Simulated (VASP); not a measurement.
## ZnO: single point with PBE

ZnO:

```xyz
4
Lattice="3.2354 0.0000 0.0000 -1.6177 2.8019 0.0000 0.0000 0.0000 5.2109" Properties=species:S:1:pos:R:3 pbc="T T T"
Zn    0.0000    1.8679    2.6037
Zn    1.6177    0.9340   -0.0018
O     1.6177    0.9340    1.9768
O     0.0000    1.8679    4.5822
```

| Property | Result |
| --- | --- |
| Program | VASP 6.6.1 |
| Task | single point |
| Functional | PBE |
| Potentials or basis | VASP PAW PBE potentials, release 64 (Zn, O_h) |
| Cutoff | 1340 eV |
| k mesh | 12 × 12 × 6 |
| Occupations | fermi-dirac, width 0.02 eV |
| Spin | no spin polarisation |
| Dipole correction | no |
| Further INCAR settings | ALGO = Normal; EDIFF = 1e-06; NBANDS = 26 |

```yaml
Pressure: 7.0 GPa
Largest_force: 0.004 eV/Å
Band_gap_on_the_k_mesh: 0.80 eV
```

Forces on the atoms (eV/Å):
```
Zn   0.000  0.000  0.004
Zn   0.000  0.000  0.004
O    0.000  0.000 -0.004
O    0.000  0.000 -0.004
```

Stress tensor (GPa, compression positive):
```
6.97 0.00 0.00
0.00 6.97 0.00
0.00 0.00 7.09
```

Levels at points of the mesh, in eV from the valence-band top:
```
           k point  band 14  band 15  band 16  band 17  band 18  band 19  band 20  band 21  band 22  band 23
(0.00, 0.00, 0.00)    -0.80    -0.80    -0.09     0.00     0.00     0.80     5.25     8.23    12.93    12.93
(0.50, 0.00, 0.00)    -3.58    -2.85    -2.29    -1.30    -0.85     5.81     6.88     7.60     8.56    10.63
(0.00, 0.00, 0.50)    -2.25    -0.40    -0.40    -0.40    -0.40     3.47     3.47    10.10    10.10    13.22
(0.50, 0.00, 0.50)    -3.77    -1.53    -1.53    -1.39    -1.39     5.72     5.72     8.47     8.47    11.32
```

Run time: 5.5 min on 1 thread of Intel(R) Xeon(R) Platinum 8375C CPU @ 2.90GHz (Ice Lake) (shared host), peak memory 0.51 GiB.

Caveat: the cell stands under pressure; semilocal functionals underestimate gaps, and a narrow one can read as zero. A hybrid or GW would open this gap; PBE tends to underestimate it.
